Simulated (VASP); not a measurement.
Runs of VASP 6.6.1 on NbAgC3. The structure is that of space group Pm-3m (No. 221), or close to it. The cells are those of the table. 

```csv
task,spin,cell,k mesh,cutoff (eV),gap on the mesh (eV),pressure (GPa)
single point,off,"a = 3.980 Å, 5 atoms",10 × 10 × 10,520,none,(a)
single point,off,"a = 3.982 Å, 5 atoms",4 × 4 × 4,520,none,-0.3
single point,"collinear, ferromagnetic start","a = 3.982 Å, 5 atoms",4 × 4 × 4,520,none,-0.3
single point,off,"a = 4.394 Å, 5 atoms",4 × 4 × 4,520,none,-21.8
relaxation of cell and atoms,off,"relaxed from a = 3.982 Å, 5 atoms",10 × 10 × 10,600,none,0.0
```

Alike in all rows: level PBE; potentials or basis VASP PAW PBE potentials, release 64 (Nb_sv, Ag, C); smearing gaussian 0.1 eV.

**Question.** Fill in the values left out.

**Answer.** (a) -0.2.

Caveats: some runs use coarse meshes.

A k mesh can miss the band edges, and the runs leave out spin-orbit coupling on Ag, Nb.

A gap of «none» marks levels without a gap at the run's occupations.
